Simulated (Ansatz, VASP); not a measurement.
## One calculation of In3As, two programs

Contents of INCAR:

```
SYSTEM = In3As
PREC     = Accurate       ! precision mode
ENCUT    = 520            ! plane-wave cutoff, eV
EDIFF    = 1E-6           ! SCF threshold, eV
ISMEAR   = 0              ! smearing method
SIGMA    = 0.15           ! smearing width, eV
LREAL    = .False.        ! projectors in reciprocal space
LASPH    = .True.         ! aspherical terms in the spheres
NELM     = 100            ! most SCF steps
ALGO     = Fast           ! electronic algorithm
ISIF     = 2              ! what is computed and relaxed
LWAVE    = .False.        ! write WAVECAR
LCHARG   = .False.        ! write CHGCAR
GGA      = PE             ! functional
IVDW     = 12             ! dispersion correction
NBANDS   = 30             ! bands
```

KPOINTS

```
regular mesh
0
Gamma
  10 10 10
  0 0 0
```

The input POSCAR:

```
In3As
1.0
    3.9118150778      0.0000000000      0.0000000000
    0.0000000000      4.6021353856      0.0000000000
    0.0000000000      0.0000000000      4.6021353856
In As
3 1
Direct
    0.0000000000      0.5000000000      0.5000000000
    0.5000000000      0.0000000000      0.5000000000
    0.5000000000      0.5000000000      0.0000000000
    0.0000000000      0.0000000000      0.0000000000
```

Input for Ansatz:

```yaml
crystal:
  lattice:
    - [3.9118150778, 0.0, 0.0]
    - [0.0, 4.6021353856, 0.0]
    - [0.0, 0.0, 4.6021353856]
  atoms:
    - { symbol: In, position: [0.0, 0.5, 0.5] }
    - { symbol: In, position: [0.5, 0.0, 0.5] }
    - { symbol: In, position: [0.5, 0.5, 0.0] }
    - { symbol: As, position: [0.0, 0.0, 0.0] }
basis:
  ecutwfc: 420
kpoints:
  mp_grid: { grid: [10, 10, 10] }
hamiltonian:
  xc: pbe
  dispersion: d3bj
scf:
  occupations: { method: gaussian, width: 0.15 }
output:
  forces: true
  stress: true
  eigenvalues: true
```

Change from the starting cell: strain -0.1500 x Voigt [1, 0, 0, 0, 0, 0], atoms carried along.

Alike in both runs: task single point; functional PBE; dispersion D3(BJ); k mesh 10 × 10 × 10; occupations gaussian, width 0.15 eV; no spin polarisation.

|  | VASP | Ansatz |
| --- | --- | --- |
| version | VASP 6.6.1 | Ansatz 0.2.0 |
| potentials or method | VASP PAW PBE potentials, release 64 (In_d, As), cutoff 520 eV | scalar-relativistic, plane waves, PAW |
| valence electrons in the cell | 44 | 54 |

```tsv
	VASP	Ansatz	Ansatz less VASP
gap on the k mesh at the Fermi level (eV)	none	none	-
pressure (GPa)	11.4	11.4	-0.06
traceless stress, the component that is largest in VASP (GPa)	-0.32	-0.32	-0.004
```

A gap of «none» marks a metal or a gap that the smearing closes. VASP's potentials hold 44 valence electrons a cell and Ansatz's 54, so a difference there can come from the potentials and not from the codes.
